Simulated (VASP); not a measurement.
# Hf (P6/mmm) in VASP: further runs, part 2 of 2

VASP 6.6.1.

### Step 4. Single point, PBE

This run uses another cell than the first one, of 21.06 Å³/atom, 0.960 times its volume.

The input, INCAR:

```
SYSTEM = Hf
PREC = Accurate
ENCUT = 520
EDIFF = 1E-7
ISMEAR = -1
SIGMA = 0.05
LREAL = .FALSE.
LASPH = .TRUE.
NELM = 80
ALGO = Normal
ISIF = 2
LWAVE = .FALSE.
LCHARG = .FALSE.
GGA = PE
NBANDS = 22
```

The input, KPOINTS:

```
Automatic mesh
0
G
  6 6 9
  0 0 0
```

The input, POSCAR:

```
Hf
1.0
    4.8952628153      0.0000000000      0.0000000000
   -2.4476314076      4.2394219562      0.0000000000
    0.0000000000      0.0000000000      3.0445212957
Hf
3
Direct
    0.0000000000      0.0000000000      0.0000000000
    0.3333333333      0.6666666667      0.5000000000
    0.6666666667      0.3333333333      0.5000000000
```

Potentials or basis: VASP PAW PBE potentials, release 64 (Hf_pv).

Started as:

```
$ cat potpaw_PBE.64/Hf_pv/POTCAR > POTCAR
$ mpirun -np 1 vasp_std > vasp.out
```

OUTCAR:

```text
SYSTEM = Hf
   PREC = Accurate
   ENCUT = 520
   EDIFF = 1E-7
   ISMEAR = -1
   LREAL = .FALSE.
   LASPH = .TRUE.
   NELM = 80
   ISIF = 2
   GGA = PE

 ion  position               nearest neighbor table
   1  0.000  0.000  0.000-   2 3.21   3 3.21   2 3.21   3 3.21   2 3.21   2 3.21   3 3.21   3 3.21
                             3 3.21   3 3.21   2 3.21   2 3.21
   2  0.333  0.667  0.500-   3 2.83   3 2.83   3 2.83   1 3.21   1 3.21   1 3.21   1 3.21   1 3.21
                             1 3.21
   3  0.667  0.333  0.500-   2 2.83   2 2.83   2 2.83   1 3.21   1 3.21   1 3.21   1 3.21   1 3.21
                             1 3.21

  LATTYP: Found a hexagonal cell.
[... 797 lines left out ...]
  --------------------------------------------------------------------------------------
  -------------------------------------------------------------------------------------
  Total        2.5301796      2.5301796      2.6907444      0.0000000      0.0000000      0.0000000
  in kB       64.1593940     64.1593940     68.2309406      0.0000000      0.0000000      0.0000000
  external PRESSURE =      65.5165762 kB  Pullay stress =       0.0000000 kB

 VOLUME and BASIS-vectors are now :
 -----------------------------------------------------------------------------
  energy-cutoff  :      520.00
  volume of cell :       63.18
      direct lattice vectors                 reciprocal lattice vectors
     4.895262815  0.000000000  0.000000000     0.204279124  0.117940607  0.000000000
    -2.447631408  4.239421956  0.000000000     0.000000000  0.235881215  0.000000000
     0.000000000  0.000000000  3.044521296     0.000000000  0.000000000  0.328458862

 POSITION                                       TOTAL-FORCE (eV/Angst)
 -----------------------------------------------------------------------------------
      0.00000      0.00000      0.00000         0.000000      0.000000     -0.000000
     -0.00000      2.82628      1.52226         0.000000     -0.000000      0.000000
      2.44763      1.41314      1.52226        -0.000000      0.000000     -0.000000
 -----------------------------------------------------------------------------------
    total drift:                                0.000000      0.000000     -0.000000

  FREE ENERGIE OF THE ION-ELECTRON SYSTEM (eV)
  ---------------------------------------------------
  free  energy   TOTEN  =       -29.5824584810 eV

  energy  without entropy=      -29.5585905888  energy(sigma->0) =      -29.57052453
```

OSZICAR:

```text
N       E                     dE             d eps       ncg     rms          rms(c)
DAV:   1     0.101098663896E+03    0.10110E+03   -0.16632E+04  1556   0.131E+03
DAV:   2    -0.247471234982E+02   -0.12585E+03   -0.11919E+03  1784   0.303E+02
DAV:   3    -0.305205899305E+02   -0.57735E+01   -0.54086E+01  2056   0.398E+01
DAV:   4    -0.306169573592E+02   -0.96367E-01   -0.96158E-01  1830   0.520E+00
DAV:   5    -0.306186358235E+02   -0.16785E-02   -0.16781E-02  2032   0.605E-01    0.821E+01
DAV:   6    -0.298560493713E+02    0.76259E+00   -0.68057E-01  1678   0.546E+00    0.482E+01
DAV:   7    -0.295964352480E+02    0.25961E+00   -0.12011E+00  1690   0.657E+00    0.257E+00
DAV:   8    -0.295869875151E+02    0.94477E-02   -0.82801E-02  1984   0.172E+00    0.209E+00
DAV:   9    -0.295824239445E+02    0.45636E-02   -0.21828E-02  1912   0.109E+00    0.729E-01
DAV:  10    -0.295824629371E+02   -0.38993E-04   -0.22916E-03  1868   0.296E-01    0.149E-01
DAV:  11    -0.295824594542E+02    0.34829E-05   -0.57819E-05  1976   0.556E-02    0.372E-02
DAV:  12    -0.295824594419E+02    0.12290E-07   -0.78421E-06  1962   0.190E-02    0.261E-02
DAV:  13    -0.295824586765E+02    0.76545E-06   -0.11575E-06  1870   0.946E-03    0.647E-03
DAV:  14    -0.295824584070E+02    0.26948E-06   -0.24633E-07  1498   0.329E-03    0.336E-03
DAV:  15    -0.295824584810E+02   -0.74045E-07   -0.11281E-08  1106   0.959E-04
   1 F= -.29582458E+02 E0= -.29570525E+02  d E =-.238679E-01
```

stdout:

```text
POSCAR found type information on POSCAR Hf
 POSCAR found :  1 types and       3 ions
 scaLAPACK will be used
 LDA part: xc-table for (Slater+PW92), standard interpolation
 POSCAR, INCAR and KPOINTS ok, starting setup
 FFT: planning ... GRIDC
 FFT: planning ... GRID_SOFT
 FFT: planning ... GRID
 WAVECAR not read
 entering main loop
```

It took 18 s on 1 thread of Intel Xeon 6975P-C (Granite Rapids), shared host; peak memory 0.19 GiB.

Results:

- Free energy: -29.5825 eV
- Pressure: 6.6 GPa
- Band gap on the k mesh: zero (band 15 reaches 5.45 eV, above the bottom of band 16 at 4.55 eV)

Caveat: spin-orbit coupling is left out, which moves the levels of the heavy elements.

### Step 5. Single point, PBE

This run uses another cell than the first one, of 21.50 Å³/atom, 0.980 times its volume.

The input, INCAR:

```
  PREC = Accurate
  ENCUT = 520
  EDIFF = 1E-6
  ISMEAR = -1
  SIGMA = 0.05
  LREAL = False
  LASPH = True
  NELM = 100
  ALGO = Normal
  ISIF = 2
  LWAVE = False
  LCHARG = True
  GGA = PE
  LELF = True
  LVHAR = True
  NBANDS = 22
```

The input, KPOINTS:

```
Automatic mesh
0
Gamma
  6 6 9
```

The input, POSCAR:

```
Hf
1.0
    4.9290243154      0.0000000000      0.0000000000
   -2.4645121577      4.2686602729      0.0000000000
    0.0000000000      0.0000000000      3.0655186578
Hf
3
Direct
    0.0000000000      0.0000000000      0.0000000000
    0.3333333333      0.6666666667      0.5000000000
    0.6666666667      0.3333333333      0.5000000000
```

Started as:

```
$ cat potpaw_PBE.64/Hf_pv/POTCAR > POTCAR
$ mpirun -np 1 vasp_std > vasp.out
```

Run time: 20 s. Hardware: 1 thread of Intel Xeon 6975P-C (Granite Rapids), shared host; peak memory 0.19 GiB.

It converged, with:

```
Free energy            : -29.6256 eV
Pressure               : 3.9 GPa
Band gap on the k mesh : zero (band 15 reaches 5.30 eV, above the bottom of band 16 at 4.40 eV)
```

Stress tensor (GPa, compression positive):
```
3.83 0.00 0.00
0.00 3.83 0.00
0.00 0.00 4.14
```

Levels at points of the mesh, in eV from the Fermi level:
```
           k point  band 11  band 12  band 13  band 14  band 15  band 16  band 17  band 18  band 19  band 20
(0.00, 0.00, 0.00)    -2.57    -0.62    -0.62    -0.61    -0.60    -0.60     1.15     2.19     2.19     2.94
(0.50, 0.00, 0.00)    -4.51    -3.60    -0.49    -0.43    -0.36     0.18     0.90     1.17     1.61     3.07
```

Caveat: spin-orbit coupling is left out, which moves the levels of the heavy elements.

### Step 6. The runs side by side

| task | level | cell | cutoff (eV) | gap on the mesh (eV) | pressure (GPa) |
| --- | --- | --- | --- | --- | --- |
| relaxation of cell and atoms | PBEsol | relaxed to 20 GPa from a = 4.962, b = 4.962, c = 3.086 Å, angles 90.0, 90.0, 120.0°, 3 atoms | 600 | none | 20.0 |
| single point | PBE | a = 4.861, b = 4.861, c = 3.023 Å, angles 90.0, 90.0, 120.0°, 3 atoms | 520 | none | 9.4 |
| single point | PBE | a = 4.895, b = 4.895, c = 3.045 Å, angles 90.0, 90.0, 120.0°, 3 atoms | 520 | none | 6.6 |
| single point | PBE | a = 4.929, b = 4.929, c = 3.066 Å, angles 90.0, 90.0, 120.0°, 3 atoms | 520 | none | 3.9 |

Alike in all rows: potentials or basis VASP PAW PBE potentials, release 64 (Hf_pv); no spin polarisation; k mesh 6 × 6 × 9; smearing fermi-dirac 0.05 eV.

Caveats: spin-orbit coupling is left out, which moves the levels of the heavy elements; the cell is relaxed towards a set pressure, so the enthalpy falls and the energy may rise (some runs); the volume moved by over 15 % at a fixed basis, so the end points are rough (some runs); the PAW data sets were made with another functional, which shifts forces and pressure a little (some runs).

Total energies depend on the potentials used, so only differences within one code and one set of settings carry meaning.
